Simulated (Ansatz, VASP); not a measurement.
# CO2: VASP beside Ansatz

```
C O
1.0
     5.62000    0.00000    0.00000
     0.00000    5.62000    0.00000
     0.00000    0.00000    5.62000
C O
4 8
Cartesian
  0.0000 0.0000 0.0000
  2.8100 0.0000 2.8100
  2.8100 2.8100 0.0000
  0.0000 2.8100 2.8100
  0.6746 0.6746 0.6746
  2.1354 4.9454 3.4846
  3.4846 2.1354 4.9454
  4.9454 3.4846 2.1354
  4.9454 4.9454 4.9454
  3.4846 0.6746 2.1354
  2.1354 3.4846 0.6746
  0.6746 2.1354 3.4846
```

Alike in both runs: functional PBE; k mesh 4 × 4 × 4; occupations fermi-dirac, width 0.02 eV; no spin polarisation.

Ansatz relaxed the structure, and its values are those at the end. VASP's run is a single point on that final structure, the one shown.

|  | VASP | Ansatz |
| --- | --- | --- |
| version | VASP 6.6.1 | Ansatz 0.2.0 |
| potentials or method | VASP PAW PBE potentials, release 64 (C, O) | plane-wave PAW, scalar-relativistic |
| plane-wave cutoff (eV) | 520 | 420 |
| valence electrons in the cell | 64 | 64 |

VASP gave:

| Property | Result |
| --- | --- |
| gap on the k mesh at the Fermi level (eV) | 6.77 |
| pressure (GPa) | 2.8 |
| rms of the force components (eV/Å) | 0.298 |

Question: What did Ansatz give for the same quantities?

Answer: gap on the k mesh at the Fermi level (eV): 6.79; pressure (GPa): 1.3; rms of the force components (eV/Å): 0.000.

One of these differences is far larger than is usual between the two programs; its cause wasn't traced. The functional is the same, so the differences come from potentials, cutoffs and numerics. Ansatz's warnings: stress scf threshold loose.

Noted on VASP's run: the standard files for N, O and F lose accuracy on very short bonds.
